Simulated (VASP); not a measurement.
Mg4O: single point with LDA

Slab: Mg4O, a slab with vacuum.

```xyz
5
Lattice="3.1466 0.0000 0.0000 0.0000 5.0389 0.0000 0.0000 0.0000 20.5846" Properties=species:S:1:pos:R:3 pbc="T T T"
Mg    0.0000    3.7792    4.0000
Mg    1.5733    1.2597    4.9083
Mg    1.5733    3.7792    6.8054
Mg    0.0000    1.2597    7.5846
O     0.7867    2.5194   11.4146
```

```
Program             : VASP 6.6.1
Task                : single point
Functional          : LDA
Potentials or basis : VASP PAW LDA potentials, release 64 (Mg, O)
Cutoff              : 520 eV
k mesh              : 8 × 5 × 1
Occupations         : gaussian, width 0.1 eV
Spin                : no spin polarisation
```

```yaml
Largest_force: 0.519 eV/Å
Band_gap_on_the_k_mesh: zero (band 7 reaches -3.55 eV, above the bottom of band 8 at -3.70 eV)
```

Forces in eV/Å, atoms in the order of the input:
```
Mg   0.000 -0.013  0.258
Mg   0.003  0.011 -0.043
Mg  -0.002 -0.002 -0.055
Mg   0.011  0.059  0.356
O   -0.011 -0.055 -0.516
```

Levels at points of the mesh, in eV from the Fermi level:
```tsv
k point	band 5	band 6	band 7	band 8	band 9	band 10
(0.00, 0.00, 0.00)	-0.82	-0.19	-0.16	-0.09	0.32	1.25
(0.50, 0.00, 0.00)	-0.52	-0.16	0.04	0.06	2.49	2.66
```

It took 120 s on 1 thread of Intel(R) Xeon(R) 6975P-C (Granite Rapids), on a shared host, peak memory 0.35 GiB.
